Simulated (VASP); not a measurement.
# Si8C7 (a cell with a defect) in VASP: a series of runs, part 2 of 2

VASP 6.6.1. Earlier steps stand in the parts before.

### Step 3. Relaxation of the atoms, PBE (atoms taken out)

INCAR reads:

```
PREC     = Accurate       # precision mode
ENCUT    = 520            # plane-wave cutoff, eV
EDIFF    = 1E-6           # SCF threshold, eV
ISMEAR   = 0              # smearing method
SIGMA    = 0.05           # smearing width, eV
LREAL    = Auto         
LASPH    = T              # aspherical terms in the spheres
NELM     = 60             # most SCF steps
ALGO     = Normal         # electronic algorithm
ISIF     = 2              # what is computed and relaxed
LWAVE    = F              # write WAVECAR
LCHARG   = F              # write CHGCAR
GGA      = PE             # functional
IBRION   = 2              # ionic algorithm
NSW      = 80             # ionic steps
EDIFFG   = -0.02          # ionic threshold
NELECT   = 56.0
```

KPOINTS reads:

```
regular mesh
0
Gamma
  4 4 4
```

POSCAR reads:

```
Si8C7
1.0
    0.0000000000      4.3797282147     -4.3797282147
    4.3797282147      4.3797282147      0.0000000000
    4.3797282147      0.0000000000     -4.3797282147
Si C
8 7
Direct
    0.0000000000      0.0000000000      0.5000000000
    0.0000000000      0.5000000000      0.5000000000
    0.5000000000      0.0000000000      0.5000000000
    0.5000000000      0.5000000000      0.5000000000
    0.0000000000      0.0000000000      1.0000000000
    0.0000000000      0.5000000000      1.0000000000
    0.5000000000      0.0000000000      1.0000000000
    0.5000000000      0.5000000000      1.0000000000
    0.1250000000      0.3750000000      0.1250000000
    0.6250000000      0.1250000000      0.1250000000
    0.6250000000      0.6250000000      0.1250000000
    0.1250000000      0.1250000000      0.6250000000
    0.1250000000      0.6250000000      0.6250000000
    0.6250000000      0.1250000000      0.6250000000
    0.6250000000      0.6250000000      0.6250000000
```

Potentials or basis: VASP PAW PBE potentials, release 64 (Si, C).

Started as:

```
$ cat potpaw_PBE.64/Si/POTCAR potpaw_PBE.64/C/POTCAR > POTCAR
$ mpirun -np 1 vasp_std > vasp.out
```

OUTCAR:

```text
PREC = Accurate
   ENCUT = 520
   EDIFF = 1E-6
   ISMEAR = 0
   LREAL = Auto
   LASPH = T
   NELM = 60
   ISIF = 2
   GGA = PE
   IBRION = 2
   NSW = 80
   EDIFFG = -0.02
   NELECT = 56.0

 ion  position               nearest neighbor table
   1  0.000  0.000  0.500-  12 1.90  13 1.90  14 1.90   9 2.45   3 3.10   5 3.10   2 3.10   5 3.10
                             6 3.10   7 3.10   2 3.10   4 3.10   6 3.10   3 3.10   4 3.10   7 3.10
   2  0.000  0.500  0.500-  12 1.90  13 1.90  15 1.90   9 2.45   4 3.10   6 3.10   1 3.10   5 3.10
                             6 3.10   8 3.10   1 3.10   3 3.10   5 3.10   3 3.10   4 3.10   8 3.10
   3  0.500  0.000  0.500-  10 1.90  12 1.90  14 1.90  15 1.90   4 3.10   7 3.10   1 3.10   5 3.10
                             7 3.10   8 3.10   2 3.10   4 3.10   8 3.10   1 3.10   2 3.10   5 3.10
   4  0.500  0.500  0.500-  11 1.90  13 1.90  14 1.90  15 1.90   3 3.10   8 3.10   2 3.10   6 3.10
                             7 3.10   8 3.10   1 3.10   3 3.10   7 3.10   1 3.10   2 3.10   6 3.10
   5  0.000  0.000  0.000-  10 1.90  12 1.90   7 3.10   1 3.10   6 3.10   1 3.10   2 3.10   3 3.10
                             2 3.10   6 3.10   8 3.10   3 3.10   7 3.10   8 3.10
   6  0.000  0.500  0.000-   9 1.09  11 1.90  13 1.90   2 3.10   5 3.10   8 3.10   1 3.10   2 3.10
                             4 3.10   1 3.10   5 3.10   7 3.10   4 3.10   7 3.10   8 3.10
   7  0.500  0.000  0.000-  10 1.90  11 1.90  14 1.90   9 2.45   5 3.10   8 3.10   3 3.10   1 3.10
                             3 3.10   4 3.10   4 3.10   6 3.10   8 3.10   1 3.10   5 3.10   6 3.10
   8  0.500  0.500  0.000-  10 1.90  11 1.90  15 1.90   9 2.45   6 3.10   7 3.10   4 3.10   2 3.10
                             3 3.10   4 3.10   3 3.10   5 3.10   7 3.10   2 3.10   5 3.10   6 3.10
   9  0.125  0.375  0.125-   6 1.09   2 2.45   1 2.45   7 2.45   8 2.45
  10  0.625  0.125  0.125-   3 1.90   5 1.90   7 1.90   8 1.90
  11  0.625  0.625  0.125-   4 1.90   6 1.90   7 1.90   8 1.90
  12  0.125  0.125  0.625-   1 1.90   2 1.90   3 1.90   5 1.90
[... 232 lines left out ...]
  in kB     -475.4203370   -475.4203370    536.6834109      9.5820021      0.0000000      0.0000000
  external PRESSURE =    -138.0524210 kB  Pullay stress =       0.0000000 kB
[... 128 lines left out ...]
  FREE ENERGIE OF THE ION-ELECTRON SYSTEM (eV)
  ---------------------------------------------------
  free  energy   TOTEN  =      -130.5259419312 eV

  energy  without entropy=     -130.5192871484  energy(sigma->0) =     -130.52261454

[... ionic steps 4 to 20 ...]

--------------------------------------- Ionic step       21  -------------------------------------------

 number of electron      56.0000003 magnetization

------------------------ aborting loop because EDIFF is reached ----------------------------------------
[... 93 lines left out ...]
--------------------------------------- Ionic step       23  -------------------------------------------

 number of electron      56.0000002 magnetization

 Free energy of the ion-electron system (eV)
  ---------------------------------------------------
  ext. energy  EPLUGINS =         0.00000000
  ---------------------------------------------------
  free energy    TOTEN  =      -136.29211675 eV

  energy without entropy =     -136.29013309  energy(sigma->0) =     -136.29112492

 E-fermi :   7.2346     XC(G=0): -10.8236

 val. band max:        7.2063950666   @ k =   0.0000   0.0000   0.0000
 cond. band min:       7.2386233111   @ k =   0.5000   0.0000   0.5000
 fundamental gap:      0.0322282446
 Fermi energy:         7.2345751684

 k-point     1 :       0.0000    0.0000    0.0000
  band No.  band energies     occupation
      1      -7.3354      2.00000
      2      -4.4049      2.00000
      3      -4.3519      2.00000
      4      -3.5160      2.00000
      5      -3.3240      2.00000
      6      -2.9772      2.00000
[... 733 lines left out ...]
  FREE ENERGIE OF THE ION-ELECTRON SYSTEM (eV)
  ---------------------------------------------------
  free  energy   TOTEN  =      -136.2921167472 eV

  energy  without entropy=     -136.2901330852  energy(sigma->0) =     -136.29112492

 reached required accuracy - stopping structural energy minimisation
```

CONTCAR:

```text
Si8C7
   1.00000000000000
     0.0000000000000000    4.3797282147000001   -4.3797282147000001
     4.3797282147000001    4.3797282147000001    0.0000000000000000
     4.3797282147000001    0.0000000000000000   -4.3797282147000001
  Si              C
     8     7
Direct
     0.9967029319300292    0.0294183336142215    0.5053521356156876
[... 19 lines left out ...]
  0.00000000E+00  0.00000000E+00  0.00000000E+00
  0.00000000E+00  0.00000000E+00  0.00000000E+00
  0.00000000E+00  0.00000000E+00  0.00000000E+00
  0.00000000E+00  0.00000000E+00  0.00000000E+00
  0.00000000E+00  0.00000000E+00  0.00000000E+00
  0.00000000E+00  0.00000000E+00  0.00000000E+00
  0.00000000E+00  0.00000000E+00  0.00000000E+00
  0.00000000E+00  0.00000000E+00  0.00000000E+00
  0.00000000E+00  0.00000000E+00  0.00000000E+00
  0.00000000E+00  0.00000000E+00  0.00000000E+00
  0.00000000E+00  0.00000000E+00  0.00000000E+00
```

It took 27 min on 1 thread of Intel Xeon 6975P-C (Granite Rapids), shared host; peak memory 0.37 GiB.

What came out:

```yaml
Free_energy: -136.2921 eV
Largest_force_after_relaxing: 0.015 eV/Å
```

Forces on the atoms (eV/Å):
```
Si  -0.006  0.000 -0.001
Si   0.000  0.006 -0.001
Si   0.000  0.000  0.015
Si   0.000  0.000 -0.002
Si   0.000  0.000 -0.014
Si   0.000  0.000 -0.003
Si   0.000 -0.006 -0.001
Si   0.006  0.000 -0.001
C    0.000  0.000 -0.011
C    0.000  0.000 -0.006
C    0.001 -0.001  0.012
C    0.000  0.000 -0.006
C   -0.001  0.001  0.012
C    0.009  0.009  0.005
C   -0.009 -0.009  0.005
```

Final structure:
```yaml
crystal:
  lattice:
    - [0.00000, 4.37973, -4.37973]
    - [4.37973, 4.37973, 0.00000]
    - [4.37973, 0.00000, -4.37973]
  atoms:
    - { symbol: Si, position: [0.99670, 0.02942, 0.50535] }
    - { symbol: Si, position: [0.99670, 0.46853, 0.50535] }
    - { symbol: Si, position: [0.52541, 0.97459, 0.52541] }
    - { symbol: Si, position: [0.48856, 0.51144, 0.48856] }
    - { symbol: Si, position: [0.00667, 0.99333, 0.00667] }
    - { symbol: Si, position: [0.94367, 0.55633, 0.94367] }
    - { symbol: Si, position: [0.50535, 0.02942, 0.99670] }
    - { symbol: Si, position: [0.50535, 0.46853, 0.99670] }
    - { symbol: C, position: [0.15485, 0.34514, 0.15485] }
    - { symbol: C, position: [0.65553, 0.09440, 0.15568] }
    - { symbol: C, position: [0.57101, 0.65629, 0.11641] }
    - { symbol: C, position: [0.15568, 0.09440, 0.65553] }
    - { symbol: C, position: [0.11641, 0.65629, 0.57101] }
    - { symbol: C, position: [0.62656, 0.14075, 0.62656] }
    - { symbol: C, position: [0.62656, 0.60613, 0.62656] }
```

Caveat: the cell carries a net charge on a neutralising background, which shifts energy and pressure; the cell differs from its parent crystal (atoms taken out); the cell is charged against a uniform background, so pressure and absolute levels hang on convention.
